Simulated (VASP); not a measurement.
Input of a VASP 6.6.1 run:

The input INCAR:

```
PREC = Accurate
ENCUT = 520
EDIFF = 1E-7
ISMEAR = 0
SIGMA = 0.1
LREAL = F
LASPH = T
NELM = 60
ALGO = Normal
ISIF = 2
LWAVE = F
LCHARG = F
GGA = PE
NBANDS = 18
```

Contents of KPOINTS:

```
Automatic mesh
0
Gamma
  18 18 18
```

The input POSCAR:

```
Si2W
1.0
   -1.6144976656      1.6144976656      3.9334141204
    1.6144976656     -1.6144976656      3.9334141204
    1.6144976656      1.6144976656     -3.9334141204
Si W
2 1
Direct
    0.3345743999      0.3345743999      0.0000000000
    0.6654256001      0.6654256001      0.0000000000
    0.0000000000      0.0000000000      0.0000000000
```

Potentials or basis: VASP PAW PBE potentials, release 64 (Si, W_sv).

Run with:

```bash
$ cat potpaw_PBE.64/Si/POTCAR potpaw_PBE.64/W_sv/POTCAR > POTCAR
$ mpirun -np 1 vasp_std > vasp.out
```

Task: Predict the largest force.

Result: 0.004 eV/Å.

Task: Predict the band gap on the k mesh.

Result: Zero (band 11 reaches 12.49 eV, above the bottom of band 12 at 11.24 eV).

Task: Predict the pressure.

Result: 0.1 GPa.

Forces on the atoms (eV/Å):
```
Si   0.000  0.000 -0.004
Si   0.000  0.000  0.004
W    0.000  0.000  0.000
```

Caveat: spin-orbit coupling is left out, which moves the levels of the heavy elements.
